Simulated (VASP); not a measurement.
Crystal: Se.

```xyz
3
Lattice="4.4237 0.0000 0.0000 -2.2118 3.8310 0.0000 0.0000 0.0000 5.0188" Properties=species:S:1:pos:R:3 pbc="T T T"
Se    1.7133    2.9675    0.0000
Se   -0.4985    0.8635    3.3459
Se    0.9971    0.0000    1.6729
```

Base run:

| Property | Result |
| --- | --- |
| Program | VASP 6.6.1 |
| Functional | r2SCAN |
| Potentials or basis | VASP PAW PBE potentials, release 64 (Se) |
| Cutoff | 520 eV |
| k mesh | 7 × 7 × 6 |
| Occupations | fermi-dirac, width 0.05 eV |
| Spin | no spin polarisation |

Its results: band gap on the k mesh 1.40 eV, indirect (least direct gap 1.64 eV); pressure -0.9 GPa; largest force 0.319 eV/Å.

**Question.** The run is repeated on the same cell with these changes: dispersion from none to D3(BJ). What comes out?

**Answer.** Band gap on the k mesh 1.40 eV, indirect (least direct gap 1.64 eV); pressure -1.7 GPa; largest force 0.321 eV/Å.

Dispersion adds attraction, which lowers the pressure at fixed volume and, as a term added to the energy, leaves the levels alone.

Caveats: the PAW data sets were made with another functional, which shifts forces and pressure a little.

A k mesh can miss the band edges.
